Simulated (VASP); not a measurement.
# Mg (P6_3/mmc) in VASP: a series of runs

The runs below take Mg through single point, with LDA.

Everything below comes from runs of VASP 6.6.1. Logs are shortened: lines on timing, memory, paths and dates and some standing lists are left out, and cuts for length are marked.

### Step 1. The cell of the first run

Symmetry: P6_3/mmc, No. 194, hexagonal system. The conventional cell has a = 3.209 Å, b = 3.209 Å, c = 5.210 Å, α = 90.00°, β = 90.00°, γ = 120.00°. Mg (site symmetry -6m2) has 12 Mg at 3.20 to 3.21 Å within 4.2 Å.

### Step 2. Single point, LDA

The input, INCAR:

```
SYSTEM = Mg
ALGO = Normal
EDIFF = 1E-6
ENCUT = 520
ISIF = 2
ISMEAR = 0
LASPH = .TRUE.
LCHARG = .FALSE.
LREAL = .FALSE.
LWAVE = .FALSE.
NBANDS = 9
NELM = 100
PREC = Accurate
SIGMA = 0.1
```

The input, KPOINTS:

```
k-points
0
G
  6 6 4
  0 0 0
```

The input, POSCAR:

```
Mg
1.0
    3.2093000000      0.0000000000      0.0000000000
   -1.6046500000      2.7793353300      0.0000000000
    0.0000000000      0.0000000000      5.2103000000
Mg
2
Direct
    0.3333333300      0.6666666700      0.2500000000
    0.6666666700      0.3333333300      0.7500000000
```

Potentials or basis: VASP PAW LDA potentials, release 64 (Mg).

The run is started by

```
$ cat potpaw_LDA.64/Mg/POTCAR > POTCAR
$ mpirun -np 1 vasp_std > vasp.out
```

OUTCAR:

```text
SYSTEM = Mg
   EDIFF = 1E-6
   ENCUT = 520
   ISIF = 2
   ISMEAR = 0
   LASPH = .TRUE.
   LREAL = .FALSE.
   NELM = 100
   PREC = Accurate

 ion  position               nearest neighbor table
   1  0.333  0.667  0.250-   2 3.20   2 3.20   2 3.20   2 3.20   2 3.20   2 3.20
   2  0.667  0.333  0.750-   1 3.20   1 3.20   1 3.20   1 3.20   1 3.20   1 3.20

  LATTYP: Found a hexagonal cell.
 ALAT       =     3.2093000000
 C/A-ratio  =     1.6235004518

  Lattice vectors:

 A1 = (   3.2093000000,   0.0000000000,   0.0000000000)
 A2 = (  -1.6046500000,   2.7793353300,   0.0000000000)
 A3 = (   0.0000000000,   0.0000000000,   5.2103000000)

Analysis of symmetry for initial positions (statically):
=====================================================================
 Subroutine PRICEL returns:
 Original cell was already a primitive cell.

 Routine SETGRP: Setting up the symmetry group for a
 hexagonal supercell.

 Subroutine GETGRP returns: Found 24 space group operations
 (whereof 12 operations were pure point group operations)
 out of a pool of 24 trial point group operations.

The static configuration has the point symmetry D_3d.
 The point group associated with its full space group is D_6h.

Analysis of symmetry for dynamics (positions and initial velocities):
=====================================================================
 Subroutine PRICEL returns:
 Original cell was already a primitive cell.

 Routine SETGRP: Setting up the symmetry group for a
 hexagonal supercell.

 Subroutine GETGRP returns: Found 24 space group operations
 (whereof 12 operations were pure point group operations)
 out of a pool of 24 trial point group operations.

The dynamic configuration has the point symmetry D_3d.
 The point group associated with its full space group is D_6h.

 Subroutine INISYM returns: Found 24 space group operations
 (whereof 12 operations are pure point group operations),
 and found     1 'primitive' translations

----------------------------------------------------------------------------------------

                                     Primitive cell

  volume of cell :      46.4744

  direct lattice vectors                    reciprocal lattice vectors
     3.209300000  0.000000000  0.000000000     0.311594429  0.179899127  0.000000000
    -1.604650000  2.779335330  0.000000000     0.000000000  0.359798254  0.000000000
     0.000000000  0.000000000  5.210300000     0.000000000  0.000000000  0.191927528
[... 84 lines left out ...]
   IBRION =     -1    ionic relax: 0-MD 1-quasi-New 2-CG
   NFREE  =      0    steps in history (QN), initial steepest desc. (CG)
   ISIF   =      2    stress and relaxation
   ISYM   =      2    0-nonsym 1-usesym 2-fastsym
   POTIM  = 0.5000    time-step for ionic-motion
   TEBEG  =    0.0;   TEEND  =   0.0 temperature during run
   PSTRESS=    0.0 pullay stress
   NELECT =       4.0000    total number of electrons
   NUPDOWN=      -1.0000    fix difference up-down
   EMIN   =  10.00;   EMAX   =-10.00  energy-range for DOS
   EFERMI =   0.00;   METHOD = LEGACY
   ISMEAR =     0;   SIGMA  =   0.10  broadening in eV -4-tet -1-fermi 0-gaus
   EFERMI_NEDOS =   21; number of points for ismear=-14 and -15
   IALGO  =     38    algorithm
   IMIX   =      4    mixing-type and parameters
     AMIX     =   0.40;   BMIX     =  1.00
     AMIX_MAG =   1.60;   BMIX_MAG =  1.00
  volume/ion in A,a.u.               =      23.24       156.81
  Fermi-wavevector in a.u.,A,eV,Ry     =   0.722809  1.365911  7.108401  0.522453
  Thomas-Fermi vector in A             =   1.812866
   LORBIT       =      0    0 simple, 1 ext, 2 COOP (PROOUT), +10 PAW based schemes
   GGA     = CA    functional components
   LHFCALC =     F    Hartree Fock is set to
   AEXX    =    0.0000 exact exchange contribution
   IVDW    =     0    specifies the selected vdW correction
   LEPSILON=     F    determine dielectric tensor
   LRPA    =     F    only Hartree local field effects (RPA)
 non-spin polarized calculation
 Gauss-broadening in eV      SIGMA  =   0.10
  energy-cutoff  :      520.00
  volume of cell :       46.47
 maximum number of plane-waves:      1272
 NGX is ok and might be reduce to    24
   NGX = 11   NGY = 11   NGZ = 19

 number of electron       4.0000000 magnetization

 Free energy of the ion-electron system (eV)
  ---------------------------------------------------
  ext. energy  EPLUGINS =         0.00000000
  ---------------------------------------------------
  free energy    TOTEN  =        -3.52374596 eV

  energy without entropy =       -3.51624818  energy(sigma->0) =       -3.51999707

 E-fermi :   2.2829     XC(G=0):  -8.6410

 val. band max:        2.2630519685   @ k =   0.1667   0.1667   0.0000
 cond. band min:       2.2892862698   @ k =   0.3333   0.1667   0.0000
 fundamental gap:      0.0262343013
 Fermi energy:         2.2829027879

 k-point     1 :       0.0000    0.0000    0.0000
  band No.  band energies     occupation
      1      -4.4604      2.00000
      2       0.7782      2.00000
      3       1.1286      2.00000
      4      13.2339      0.00000
      5      13.2339      0.00000
      6      13.2484      0.00000
      7      13.2484      0.00000
      8      14.1574      0.00000
      9      15.6671      0.00000
[... 229 lines left out ...]
 k-point    21 :       0.3333    0.3333    0.5000
  band No.  band energies     occupation
      1       2.6266      0.00000
      2       2.6266      0.00000
      3       3.1190      0.00000
      4       3.1190      0.00000
      5       3.8463      0.00000
      6       3.8463      0.00000
      7      13.0690      0.00000
      8      13.0690      0.00000
      9      13.4589      0.00000

------------------------ aborting loop because EDIFF is reached ----------------------------------------

  FORCE on cell =-STRESS in cart. coord.  units (eV):
  Direction    XX          YY          ZZ          XY          YZ          ZX
  --------------------------------------------------------------------------------------
  -------------------------------------------------------------------------------------
  Total       -0.7986393     -0.7986393     -0.8379144      0.0000000      0.0000000      0.0000000
  in kB      -27.5326029    -27.5326029    -28.8865866      0.0000000      0.0000000      0.0000000
  external PRESSURE =     -27.9839308 kB  Pullay stress =       0.0000000 kB

 VOLUME and BASIS-vectors are now :
 -----------------------------------------------------------------------------
  energy-cutoff  :      520.00
  volume of cell :       46.47
      direct lattice vectors                 reciprocal lattice vectors
     3.209300000  0.000000000  0.000000000     0.311594429  0.179899127  0.000000000
    -1.604650000  2.779335330  0.000000000     0.000000000  0.359798254  0.000000000
     0.000000000  0.000000000  5.210300000     0.000000000  0.000000000  0.191927528

 POSITION                                       TOTAL-FORCE (eV/Angst)
 -----------------------------------------------------------------------------------
     -0.00000      1.85289      1.30258        -0.000000      0.000000      0.000000
      1.60465      0.92645      3.90773         0.000000      0.000000      0.000000
 -----------------------------------------------------------------------------------
    total drift:                                0.000000     -0.000000      0.000000

  FREE ENERGIE OF THE ION-ELECTRON SYSTEM (eV)
  ---------------------------------------------------
  free  energy   TOTEN  =        -3.5237459598 eV

  energy  without entropy=       -3.5162481827  energy(sigma->0) =       -3.51999707
```

OSZICAR:

```text
N       E                     dE             d eps       ncg     rms          rms(c)
DAV:   1    -0.797136585495E+00   -0.79714E+00   -0.14122E+03   378   0.322E+02
DAV:   2    -0.351890322994E+01   -0.27218E+01   -0.26575E+01   504   0.266E+01
DAV:   3    -0.354473302682E+01   -0.25830E-01   -0.25764E-01   492   0.234E+00
DAV:   4    -0.354479415632E+01   -0.61129E-04   -0.61128E-04   486   0.119E-01
DAV:   5    -0.354479440503E+01   -0.24871E-06   -0.24868E-06   481   0.707E-03    0.957E-01
DAV:   6    -0.353315883815E+01    0.11636E-01   -0.81058E-04   442   0.156E-01    0.609E-01
DAV:   7    -0.352375481140E+01    0.94040E-02   -0.27857E-03   405   0.284E-01    0.317E-02
DAV:   8    -0.352374709162E+01    0.77198E-05   -0.16374E-05   526   0.207E-02    0.668E-03
DAV:   9    -0.352374595994E+01    0.11317E-05   -0.58931E-07   366   0.342E-03    0.618E-04
DAV:  10    -0.352374595984E+01    0.10519E-09   -0.62486E-09   236   0.417E-04
   1 F= -.35237460E+01 E0= -.35199971E+01  d E =-.749778E-02
```

stdout:

```text
POSCAR found type information on POSCAR Mg
 POSCAR found :  1 types and       2 ions
 scaLAPACK will be used
 LDA part: xc-table for (Slater(with rela. corr.)+CA(PZ))
 , standard interpolation
 POSCAR, INCAR and KPOINTS ok, starting setup
 FFT: planning ... GRIDC
 FFT: planning ... GRID_SOFT
 FFT: planning ... GRID
 WAVECAR not read
 entering main loop
```

Wall time 3.4 s (1 thread of Intel Xeon 6975P-C (Granite Rapids), shared host); peak memory 0.14 GiB.

Results:

```
Free energy            : -3.5237 eV
Pressure               : -2.8 GPa
Band gap on the k mesh : zero (bands 2 and 3 overlap by 1.63 eV)
```

Caveat: the k points lie up to 0.38 Å⁻¹ apart, too coarse for converged energies and pressures of a metal.

### Step 3. Single point, LDA

This run uses another cell than the first one, of 21.60 Å³/atom.

The input, INCAR:

```
SYSTEM = Mg
PREC = Accurate
ENCUT = 520
EDIFF = 1E-6
ISMEAR = 0
SIGMA = 0.1
LREAL = .FALSE.
LASPH = .TRUE.
NELM = 60
ALGO = Normal
ISIF = 2
LWAVE = .FALSE.
LCHARG = .FALSE.
GGA = CA
NBANDS = 9
```

The input, KPOINTS:

```
regular mesh
0
G
  12 12 8
  0 0 0
```

The input, POSCAR:

```
Mg
1.0
    3.1506839594      0.0000000000      0.0000000000
   -1.5753419797      2.7285723481      0.0000000000
    0.0000000000      0.0000000000      5.0241572917
Mg
2
Direct
    0.3333333333      0.6666666667      0.2500000000
    0.6666666667      0.3333333333      0.7500000000
```

Potentials or basis: VASP PAW LDA potentials, release 64 (Mg).

The run is started by

```
$ cat potpaw_LDA.64/Mg/POTCAR > POTCAR
$ mpirun -np 1 vasp_std > vasp.out
```

Run time: 9.9 s. Hardware: 1 thread of Intel Xeon 6975P-C (Granite Rapids), shared host; peak memory 0.16 GiB.

The run converged. Its results:

* Free energy: -3.6215 eV
* Pressure: -0.3 GPa
* Band gap on the k mesh: zero (bands 2 and 3 overlap by 2.07 eV)

Levels at points of the mesh, in eV from the Fermi level:
```
           k point  band 1  band 2  band 3  band 4  band 5
(0.00, 0.00, 0.00)   -7.11   -1.58   -1.03   11.13   11.13
(0.50, 0.00, 0.00)   -2.20   -2.19    2.85    3.20    3.61
(0.00, 0.00, 0.50)   -5.63   -5.63    5.56    5.56   11.90
(0.50, 0.00, 0.50)   -1.09   -1.09   -0.41   -0.41    8.25
```
